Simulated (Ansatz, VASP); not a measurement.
## One calculation of Re, two programs

```
Re
1.0
     0.00000    1.87625    1.97500
     1.87625    0.00000    1.97500
     1.87625    1.87625    0.00000
Re
1
Direct
  0.00000 0.00000 0.00000
```

Change from the starting cell: strain -0.050 along x and y, +0.000 along z, atoms carried along.

Alike in both runs: task single point; functional PBEsol; k mesh 20 × 20 × 20; occupations gaussian, width 0.15 eV; no spin polarisation.

|  | VASP | Ansatz |
| --- | --- | --- |
| version | VASP 6.6.1 | Ansatz 0.2.0 |
| potentials or method | VASP PAW PBE potentials, release 64 (Re), cutoff 520 eV | scalar-relativistic, plane waves, PAW |
| valence electrons in the cell | 7 | 15 |

```tsv
	VASP	Ansatz	Ansatz less VASP
gap on the k mesh at the Fermi level (eV)	none	none	-
pressure (GPa)	22.2	21.7	-0.54
traceless stress, the component that is largest in VASP (GPa)	-12.43	-12.56	-0.130
```

VASP's potentials were made for PBE, not for PBEsol. A gap of «none» marks a metal or a gap that the smearing closes. The functional is the same, so the differences come from potentials, cutoffs and numerics. VASP's potentials hold 7 valence electrons a cell and Ansatz's 15, so a difference there can come from the potentials and not from the codes.

Spin-orbit coupling is off throughout.
